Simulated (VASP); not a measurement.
## La3O2: single point with PBE

The system is La3O2.

```
La O
1.0
     4.86134    0.00000    0.00000
     0.00000    4.86134    0.00000
     0.00000    0.00000    4.86134
La O
3 2
Cartesian
  0.0000 2.4307 2.4307
  2.4307 0.0000 2.4307
  2.4307 2.4307 0.0000
  2.4307 2.4307 2.4307
  0.0000 0.0000 0.0000
```

```json
{"Program": "VASP 6.6.1", "Task": "single point", "Functional": "PBE", "Potentials or basis": "VASP PAW PBE potentials, release 64 (La, O)", "Cutoff": "520 eV", "k mesh": "8 × 8 × 8", "Occupations": "gaussian, width 0.1 eV", "Spin": "no spin polarisation"}
```

* Pressure: -0.1 GPa

Levels at points of the mesh, in eV from the Fermi level:
```csv
k point,band 17,band 18,band 19,band 20,band 21,band 22,band 23,band 24,band 25,band 26
"(0.00, 0.00, 0.00)",-4.38,-2.49,-2.49,-2.49,-1.61,-1.59,-1.59,-1.59,-1.25,-1.25
"(0.50, 0.00, 0.00)",-4.48,-3.50,-2.82,-2.82,-1.31,-0.01,0.46,0.63,0.68,0.68
"(0.50, 0.50, 0.00)",-4.59,-3.13,-2.95,-2.95,0.60,0.60,0.66,0.66,0.80,0.99
"(0.50, 0.50, 0.50)",-6.87,-2.58,-2.58,-2.58,-1.01,0.32,0.32,0.32,0.99,0.99
```

Wall time 5.3 min on 1 thread of Intel Xeon 8259CL, on a shared host, peak memory 0.28 GiB.

Caveat: spin-orbit coupling is left out, which moves the levels of the heavy elements; an odd number of electrons without spin polarisation forces a metal; a magnetic or distorted state may lie lower.
